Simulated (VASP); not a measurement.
The system is AgBr.

```
CELL_PARAMETERS angstrom
0.00000 -2.88605 -2.88605
2.88605 0.00000 -2.88605
2.88605 -2.88605 0.00000
ATOMIC_POSITIONS crystal
Ag 0.00000 0.00000 0.00000
Br 0.50000 0.50000 0.50000
```

```yaml
Program: VASP 6.6.1
Task: relaxation of cell and atoms
Functional: PBE
Potentials_or_basis: VASP PAW PBE potentials, release 64 (Ag, Br)
Cutoff: 600 eV
k_mesh: 8 × 8 × 8
Occupations: gaussian, width 0.02 eV
Spin: no spin polarisation
```

At the start: pressure 1.5 GPa; volume 24.04 Å³/atom.

Q: How do energy, volume and symmetry change on relaxing?

A: Over 3 steps the energy falls by 3.6 meV/atom and the volume is 24.87 Å³/atom (+3.5 %); space group Fm-3m (No. 225, to 0.05 Å).

The path:
| step | energy change (eV) | largest force (eV/Å) | pressure (GPa) | volume (Å³) |
| --- | --- | --- | --- | --- |
| 1 | 0.0000 | 0.0000 | 1.46 | 48.08 |
| 2 | -0.0073 | 0.0000 | 0.09 | 49.62 |
| 3 | -0.0073 | 0.0000 | -0.01 | 49.74 |

Final structure:
```
CELL_PARAMETERS angstrom
0.00000 -2.91900 -2.91900
2.91900 0.00000 -2.91900
2.91900 -2.91900 0.00000
ATOMIC_POSITIONS crystal
Ag 0.00000 0.00000 0.00000
Br 0.50000 0.50000 0.50000
```
